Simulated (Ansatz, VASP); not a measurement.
## GdAl2N3: VASP beside Ansatz

Contents of INCAR:

```
SYSTEM = GdAl2N3
  PREC = Accurate
  ENCUT = 520
  EDIFF = 1E-6
  ISMEAR = 0
  SIGMA = 0.1
  LREAL = .False.
  LASPH = .True.
  NELM = 150
  ALGO = Normal
  ISIF = 2
  LWAVE = .False.
  LCHARG = .False.
  ISPIN = 2
  MAGMOM = 7 0 0 0 0 0
  LORBIT = 11
  LMAXMIX = 6
  GGA = PE
  NBANDS = 32
```

The input KPOINTS:

```
Automatic mesh
0
Gamma
  6 6 4
  0 0 0
```

The input POSCAR:

```
GdAl2N3
1.0
    5.1953489700      0.0000000000      0.0000000000
   -2.5976744900      4.4993041900      0.0000000000
    0.0000000000      0.0000000000      3.9490596200
Gd Al N
1 2 3
Direct
    0.0000000000      0.0000000000      0.0000000000
    0.6666666700      0.3333333300      0.0000000000
    0.3333333300      0.6666666700      0.0000000000
    0.5000000000      0.5000000000      0.5000000000
    0.5000000000      0.0000000000      0.5000000000
    0.0000000000      0.5000000000      0.5000000000
```

Input for Ansatz:

```yaml
crystal:
  lattice:
    - [5.19534897, 0.0, 0.0]
    - [-2.59767449, 4.49930419, 0.0]
    - [0.0, 0.0, 3.94905962]
  atoms:
    - { symbol: Gd, position: [0.0, 0.0, 0.0], spin: 7.0 }
    - { symbol: Al, position: [0.66666667, 0.33333333, 0.0] }
    - { symbol: Al, position: [0.33333333, 0.66666667, 0.0] }
    - { symbol: "N", position: [0.5, 0.5, 0.5] }
    - { symbol: "N", position: [0.5, 0.0, 0.5] }
    - { symbol: "N", position: [0.0, 0.5, 0.5] }
basis:
  ecutwfc: 420
kpoints:
  mp_grid: { grid: [6, 6, 4] }
hamiltonian:
  xc: pbe
scf:
  occupations: { method: gaussian, width: 0.1 }
  lower_state_search: "off"
output:
  forces: true
  stress: true
  eigenvalues: true
  populations: true
magnetization:
  spin_polarized: true
```

Change from the starting cell: species swapped into the EuAl2Ag3 type (P6/mmm, No. 191).

Alike in both runs: task single point; functional PBE; k mesh 6 × 6 × 4; occupations gaussian, width 0.1 eV; collinear spin.

|  | VASP | Ansatz |
| --- | --- | --- |
| version | VASP 6.6.1 | Ansatz 0.2.0 |
| potentials or method | VASP PAW PBE potentials, release 64 (Gd, Al, N), cutoff 520 eV | scalar-relativistic, plane waves, PAW |
| valence electrons in the cell | 39 | 39 |

|  | VASP | Ansatz | Ansatz less VASP |
| --- | --- | --- | --- |
| gap on the k mesh at the Fermi level (eV) | none | none | - |
| pressure (GPa) | -16.2 | -16.1 | +0.13 |
| traceless stress, the component that is largest in VASP (GPa) | -23.98 | -24.00 | -0.022 |
| net moment per atom (μB) | 1.16 | 1.16 | -0.002 |
| size of the moment on the site where the two differ most (μB) | 6.77 | 6.94 | +0.166 |

Site moments also hang on the region over which each program counts them. A gap of «none» marks a metal or a gap that the smearing closes.

The k mesh is coarse, so the values compare programs but aren't converged. Spin-orbit coupling is off throughout.
